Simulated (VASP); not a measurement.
A run of VASP 6.6.1 is set up as follows.

The input POSCAR:

```
CdTe
1.0
    0.0000000000      3.2799551159      3.2799551159
    3.2799551159      0.0000000000      3.2799551159
    3.2799551159      3.2799551159      0.0000000000
Cd Te
1 1
Direct
    0.0000000000      0.0000000000      0.0000000000
    0.2500000000      0.2500000000      0.2500000000
```

File INCAR.step1:

```
SYSTEM = CdTe
PREC = Accurate
ENCUT = 520
EDIFF = 1E-5
ISMEAR = 0
SIGMA = 0.01
LREAL = .False.
LASPH = .True.
NELM = 60
ALGO = Normal
ISIF = 2
LWAVE = .True.
LCHARG = .False.
NBANDS = 16
GGA = PE
```

Contents of INCAR.step2:

```
SYSTEM = CdTe
PREC = Accurate
ENCUT = 520
EDIFF = 1E-6
ISMEAR = 0
SIGMA = 0.01
LREAL = .False.
LASPH = .True.
NELM = 60
ALGO = Normal
ISIF = 2
LWAVE = .False.
LCHARG = .False.
GGA = PE
LHFCALC = .True.
HFSCREEN = 0.2079
PRECFOCK = Normal
NBANDS = 16
ISTART = 1
```

Contents of KPOINTS:

```
Automatic mesh
0
Gamma
  4 4 4
  0 0 0
```

Potentials or basis: VASP PAW PBE potentials, release 64 (Cd, Te).

Launch:

```bash
$ cat potpaw_PBE.64/Cd/POTCAR potpaw_PBE.64/Te/POTCAR > POTCAR
$ cp INCAR.step1 INCAR
$ mpirun -np 1 vasp_std > vasp.out
$ cp INCAR.step2 INCAR
$ mpirun -np 1 vasp_std > vasp.out
```

Predict the pressure.

0.2 GPa.

What does it give for the band gap on the k mesh?

1.44 eV.

Caveat: the PAW data sets were made with another functional, which shifts forces and pressure a little; spin-orbit coupling is left out, which moves the levels of the heavy elements.
